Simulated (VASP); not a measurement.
Input of a VASP 6.6.1 run:

POSCAR

```
LaB6
1.0
    4.1523441329      0.0000000000      0.0000000000
    0.0000000000      4.1523441329      0.0000000000
    0.0000000000      0.0000000000      4.1523441329
La B
1 6
Direct
    0.0000000000      0.0000000000      0.0000000000
    0.2000751123      0.5000000000      0.5000000000
    0.7999248877      0.5000000000      0.5000000000
    0.5000000000      0.5000000000      0.2000751123
    0.5000000000      0.5000000000      0.7999248877
    0.5000000000      0.2000751123      0.5000000000
    0.5000000000      0.7999248877      0.5000000000
```

INCAR.step1

```
PREC = Accurate
ENCUT = 520
ISMEAR = 0
SIGMA = 0.05
LREAL = F
LASPH = T
NELM = 60
NBANDS = 24
GGA = PE
ALGO = Normal
EDIFF = 1E-4
LWAVE = T
LCHARG = F
```

File INCAR.step2:

```
PREC = Accurate
ENCUT = 520
EDIFF = 1E-7
ISMEAR = 0
SIGMA = 0.05
LREAL = F
LASPH = T
NELM = 60
ALGO = Normal
ISIF = 2
LWAVE = F
LCHARG = F
METAGGA = R2SCAN
LMIXTAU = T
IVDW = 13
VDW_S6 = 1.0
VDW_S8 = 0.6018749
VDW_A1 = 0.51559235
VDW_A2 = 5.77342911
NBANDS = 24
ISTART = 1
```

The input KPOINTS:

```
Automatic mesh
0
Gamma
  8 8 8
```

Potentials or basis: VASP PAW PBE potentials, release 64 (La, B).

Command:

```console
$ cat potpaw_PBE.64/La/POTCAR potpaw_PBE.64/B/POTCAR > POTCAR
$ cp INCAR.step1 INCAR
$ mpirun -np 1 vasp_std > vasp.out
$ cp INCAR.step2 INCAR
$ mpirun -np 1 vasp_std > vasp.out
```

What does it give for the pressure?

-1.7 GPa.

Predict the dispersion energy per atom.

-0.102 eV.

Forces in eV/Å, atoms in the order of the input:
```
La   0.000  0.000  0.000
B   -0.030  0.000  0.000
B    0.030  0.000  0.000
B    0.000  0.000 -0.030
B    0.000  0.000  0.030
B    0.000 -0.030  0.000
B    0.000  0.030  0.000
```

Caveat: the PAW data sets were made with another functional, which shifts forces and pressure a little; pairwise dispersion overbinds metals, which lowers pressure and volume.
